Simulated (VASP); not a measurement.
Set up this calculation in VASP 6.6.1, as the native input.

- Task: single point
- Functional: PBE
- Dispersion: D3(BJ)
- Potentials or basis: VASP PAW PBE potentials, release 64 (O, H, S)
- Cutoff: 520 eV
- k mesh: 1 × 1 × 1
- Occupations: fermi-dirac, width 0.02 eV
- Spin: no spin polarisation
- Dipole correction: no
- Further INCAR settings: LREAL = Auto; ALGO = Normal; EDIFF = 1e-06; NBANDS = 60

The structure of H16SO10 lies in POSCAR:

```
H16SO10
1.0
    6.7968840000      0.0000000000      0.0000000000
    0.0000000000      6.7968840000      0.0000000000
    0.0000000000      0.0000000000      6.7968840000
O H S
10 16 1
Direct
    0.0803456407      0.1808622892      0.7913479177
    0.0947934377      0.8960576641      0.1573073779
    0.8252752291      0.6490032786      0.9798019210
    0.2897504209      0.7313204109      0.7848007999
    0.6479586822      0.5036425515      0.6251835400
    0.3718027261      0.6402051293      0.2978276516
    0.3443342567      0.2642681558      0.4469400978
   -0.0276303082      0.8337791258      0.5214301142
    0.7462831497      0.2803637667      1.1469520445
    0.5702318886      0.0264827236      0.9533927606
   -0.0456532729      0.1162297312      0.7618932440
    0.1634131170      0.2024457089      0.6733232464
    0.1005166485      1.0080942973      0.0853920708
    0.0462712031      0.7745902387      0.1008403262
    0.7094868766      0.6846666796      0.9009863932
    0.8467997983      0.5074825464      0.9340603724
    0.2734929712      0.8716788458      0.8119750168
    0.2187620092      0.6590961388      0.8722820634
    0.7428992462      0.5988773679      0.5812075063
    0.5324792949      0.5785886592      0.6475614414
    0.3014469572      0.7618932440      0.2866166320
    0.4082311836      0.6524901705      0.1613680622
    0.3247517539      0.3985061390      0.3975351058
    0.4596812304      0.3066846514      0.5337445806
   -0.0130059598      0.9040466190      0.3837640895
    0.1037828511      0.7661304798      0.5337151554
    0.6167532063      0.1057543427      1.1413023968
```

These files were run (other wordings do the same):

INCAR

```
SYSTEM = H16SO10
PREC = Accurate
ENCUT = 520
EDIFF = 1E-6
ISMEAR = -1
SIGMA = 0.02
LREAL = Auto
LASPH = .TRUE.
NELM = 100
ALGO = Normal
ISIF = 2
LWAVE = .FALSE.
LCHARG = .FALSE.
GGA = PE
IVDW = 12
NBANDS = 60
```

KPOINTS

```
regular mesh
0
G
  1 1 1
  0 0 0
```

Potentials or basis: VASP PAW PBE potentials, release 64 (O, H, S).

The run is started by

```bash
$ cat potpaw_PBE.64/O/POTCAR potpaw_PBE.64/H/POTCAR potpaw_PBE.64/S/POTCAR > POTCAR
$ mpirun -np 1 vasp_gam > vasp.out
```

It gave:

| Item | Value |
| --- | --- |
| Pressure | 0.7 GPa |
| Largest force | 4.588 eV/Å |
| Band gap on the k mesh | 2.23 eV |
| Dispersion energy per atom | -0.038 eV |

Caveat: the k points lie up to 0.92 Å⁻¹ apart.

It took 49 s on 1 thread of Intel(R) Xeon(R) Platinum 8488C (Sapphire Rapids), on a shared host, peak memory 0.4 GiB.
